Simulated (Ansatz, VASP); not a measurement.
**Au in VASP and in Ansatz**

The input INCAR:

```
SYSTEM = Au
  PREC = Accurate
  ENCUT = 520
  EDIFF = 1E-7
  ISMEAR = -1
  SIGMA = 0.08
  LREAL = .False.
  LASPH = .True.
  NELM = 60
  ALGO = Normal
  ISIF = 2
  LWAVE = .False.
  LCHARG = .True.
  GGA = CA
  LELF = .True.
  LVHAR = .True.
  NBANDS = 12
```

File KPOINTS:

```
Automatic mesh
0
Gamma
  18 18 18
  0 0 0
```

File POSCAR:

```
Au
1.0
    0.0000000000      1.9396729406      1.9396729406
    1.9396729406      0.0000000000      1.9396729406
    1.9396729406      1.9396729406      0.0000000000
Au
1
Direct
    0.0000000000      0.0000000000      0.0000000000
```

Input for Ansatz:

```yaml
crystal:
  lattice:
    - [0.0, 1.9396729406, 1.9396729406]
    - [1.9396729406, 0.0, 1.9396729406]
    - [1.9396729406, 1.9396729406, 0.0]
  atoms:
    - { symbol: Au, position: [0.0, 0.0, 0.0] }
kpoints:
  mp_grid: { grid: [18, 18, 18] }
  band_path:
    path:
      - [0.0, 0.0, 0.0]
      - [0.5, 0.0, 0.5]
      - [0.625, 0.25, 0.625]
      - [0.375, 0.375, 0.75]
      - [0.0, 0.0, 0.0]
      - [0.5, 0.5, 0.5]
      - [0.5, 0.25, 0.75]
      - [0.5, 0.0, 0.5]
    npoints: 8
scf:
  occupations: { method: fermi_dirac, width: 0.08 }
hamiltonian:
  xc: lda
  pseudopotentials: { kind: all_electron, lapw: { basis_error: 0.001 } }
output:
  forces: true
  stress: true
  eigenvalues: true
  populations: true
  dos: { projected: true, de: 0.2, e_range: [-14, 8] }
```

Change from the starting cell: volume scaled by 0.88, LAPW.

Alike in both runs: task single point; functional LDA; k mesh 18 × 18 × 18; occupations fermi-dirac, width 0.08 eV; no spin polarisation.

```csv
,VASP,Ansatz
version,VASP 6.6.1,Ansatz 0.2.0
potentials or method,"VASP PAW LDA potentials, release 64 (Au), cutoff 520 eV","all-electron LAPW, scalar-relativistic"
```

|  | VASP | Ansatz | Ansatz less VASP |
| --- | --- | --- | --- |
| pressure (GPa) | 36.4 | 35.5 | -0.86 |

LDA's correlation is that of Perdew and Zunger in VASP and of Perdew and Wang (1992) in Ansatz. Both programs put the cell under a high pressure, so it lies far from rest at this level. Ansatz ran all-electron here, and VASP with PAW potentials.

Neither program's run includes spin-orbit coupling.
